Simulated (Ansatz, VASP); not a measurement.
# W: VASP beside Ansatz

The input INCAR:

```
SYSTEM = W
ALGO = Normal ; EDIFF = 1E-8
ENCUT = 400 ; GGA = PS
GGA_COMPAT = .FALSE. ; ISIF = 2
ISMEAR = -1 ; LASPH = .TRUE.
LCHARG = .FALSE. ; LEFG = .TRUE.
LREAL = .FALSE. ; LWAVE = .FALSE.
NBANDS = 13 ; NELM = 120
PREC = Accurate ; SIGMA = 0.05
```

The input KPOINTS:

```
k-points
0
G
  14 14 14
  0 0 0
```

POSCAR

```
W
1.0
    0.0000000000      2.0503000000      2.0300000000
    2.0503000000      0.0000000000      2.0300000000
    2.0503000000      2.0503000000      0.0000000000
W
1
Direct
    0.0000000000      0.0000000000      0.0000000000
```

Input for Ansatz:

```yaml
crystal:
  lattice:
    - [0.0, 2.0503, 2.03]
    - [2.0503, 0.0, 2.03]
    - [2.0503, 2.0503, 0.0]
  atoms:
    - { symbol: W, position: [0.0, 0.0, 0.0] }
kpoints:
  mp_grid: { grid: [14, 14, 14] }
scf:
  occupations: { method: fermi_dirac, width: 0.05 }
hamiltonian:
  xc: pbesol
  pseudopotentials: { kind: all_electron, datasets: crystal }
output:
  forces: true
  stress: true
  eigenvalues: true
  efg: { contact_densities: true }
```

Change from the starting cell: equal xx and yy strain of +1 %, crystal datasets.

Alike in both runs: task electric field gradients; functional PBEsol; k mesh 14 × 14 × 14; occupations fermi-dirac, width 0.05 eV; no spin polarisation.

```csv
,VASP,Ansatz
version,VASP 6.6.1,Ansatz 0.2.0
potentials or method,"VASP PAW PBE potentials, release 64 (W_sv), cutoff 400 eV","all-electron PAW with datasets made for the crystal, scalar-relativistic"
```

```tsv
	VASP	Ansatz	Ansatz less VASP
pressure (GPa)	-17.0	-17.3	-0.26
traceless stress, the component that is largest in VASP (GPa)	-2.05	-2.05	+0.006
size of Vzz on the site where it differs most (V/Å²)	4.6	3.3	-1.33
```

VASP's potentials were made for PBE, not for PBEsol. Ansatz ran all-electron here, and VASP with PAW potentials.

Neither program's run includes spin-orbit coupling.
